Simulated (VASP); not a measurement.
# Cd2S: relaxation of cell and atoms with PBE

Crystal: Cd2S.

```
Cd S
1.0
     5.88915    0.00000    0.00000
     0.00000    5.88915    0.00000
     0.00000    0.00000    5.88915
Cd S
4 2
Direct
  0.25000 0.25000 0.25000
  0.75000 0.75000 0.25000
  0.75000 0.25000 0.75000
  0.25000 0.75000 0.75000
  0.00000 0.00000 0.00000
  0.50000 0.50000 0.50000
```

The cell was built from a structure type or drawn by symmetry, and may not be a known phase.

* Program: VASP 6.6.1
* Task: relaxation of cell and atoms
* Functional: PBE
* Potentials or basis: VASP PAW PBE potentials, release 64 (Cd, S)
* Cutoff: 600 eV
* k mesh: 6 × 6 × 6
* Occupations: gaussian, width 0.1 eV
* Spin: no spin polarisation
* Dipole correction: no
* Further INCAR settings: ALGO = Normal; EDIFF = 1e-07; IBRION = 2; EDIFFG = -0.01; NSW = 100; ISIF = 3

| Quantity | Value |
| --- | --- |
| Relaxed volume | 35.05 Å³/atom |
| Relaxed cell | a = 5.947 Å, b = 5.947 Å, c = 5.947 Å, α = 90.00°, β = 90.00°, γ = 90.00° |
| Space group after relaxing (to 0.1 Å) | Pn-3m (No. 224) |
| Energy gained by relaxing | 1.8 meV/atom |
| Ionic steps | 3 |
| Pressure after relaxing | 0.0 GPa |
| Band gap on the k mesh | zero (bands 30 and 31 overlap by 0.93 eV) |

Step by step:
```tsv
step	energy change (eV)	largest force (eV/Å)	pressure (GPa)	volume (Å³)
1	0.0000	0.0000	0.57	204.25
2	-0.0090	0.0000	0.22	207.86
3	-0.0107	0.0000	0.00	210.29
```

Final structure:
```
Cd S
1.0
     5.94667    0.00000    0.00000
     0.00000    5.94667    0.00000
     0.00000    0.00000    5.94667
Cd S
4 2
Direct
  0.25000 0.25000 0.25000
  0.75000 0.75000 0.25000
  0.75000 0.25000 0.75000
  0.25000 0.75000 0.75000
  0.00000 0.00000 0.00000
  0.50000 0.50000 0.50000
```

Levels at points of the mesh, in eV from the Fermi level:
```tsv
k point	band 26	band 27	band 28	band 29	band 30	band 31	band 32	band 33	band 34	band 35
(0.00, 0.00, 0.00)	-4.21	-4.21	-4.21	-3.26	-0.46	-0.46	1.37	1.37	1.37	3.31
(0.50, 0.00, 0.00)	-4.63	-4.13	-4.13	-0.87	-0.87	0.74	0.74	0.75	0.75	2.44
(0.50, 0.50, 0.00)	-4.41	-4.04	-4.04	-1.32	-1.32	0.43	0.43	1.27	1.27	3.12
(0.50, 0.50, 0.50)	-4.60	-4.60	-4.60	-0.12	0.47	0.47	0.47	0.54	0.54	0.54
```

Wall time 2.8 min on 1 thread of Intel(R) Xeon(R) 6975P-C (Granite Rapids), with other jobs on the host, peak memory 0.42 GiB.
